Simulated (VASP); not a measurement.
Wanted: the native input for a VASP 6.6.1 run.

```yaml
Task: single point
Functional: PBE
Potentials_or_basis: VASP PAW PBE potentials, release 64 (Al)
Cutoff: 500 eV
k_mesh: 12 × 12 × 12
Occupations: fermi-dirac, width 0.05 eV
Spin: no spin polarisation
Dipole_correction: no
Further_INCAR_settings: ALGO = Normal; EDIFF = 1e-06; NBANDS = 8
```

The structure of Al lies in POSCAR:

```
Al
1.0
   -1.5805390481      1.5805390481      1.5805390481
    1.5805390481     -1.5805390481      1.5805390481
    1.5805390481      1.5805390481     -1.5805390481
Al
1
Direct
    0.0000000000      0.0000000000      0.0000000000
```

The input as run:

INCAR

```
PREC     = Accurate       # precision mode
ENCUT    = 500            # plane-wave cutoff, eV
EDIFF    = 1E-6           # SCF threshold, eV
ISMEAR   = -1             # smearing method
SIGMA    = 0.05           # smearing width, eV
LREAL    = F              # projectors in reciprocal space
LASPH    = T              # aspherical terms in the spheres
NELM     = 120            # most SCF steps
ALGO     = Normal         # electronic algorithm
ISIF     = 2              # what is computed and relaxed
LWAVE    = F              # write WAVECAR
LCHARG   = F              # write CHGCAR
GGA      = PE             # functional
NBANDS   = 8              # bands
GGA_COMPAT= F
```

KPOINTS

```
regular mesh
0
Gamma
  12 12 12
```

Potentials or basis: VASP PAW PBE potentials, release 64 (Al).

Command:

```bash
$ cat potpaw_PBE.64/Al/POTCAR > POTCAR
$ mpirun -np 1 vasp_std > vasp.out
```

Results of the run:

- Pressure: 5.6 GPa

Run time: 8.8 s on 1 thread of Intel Xeon 8259CL, on a shared host, peak memory 0.12 GiB.
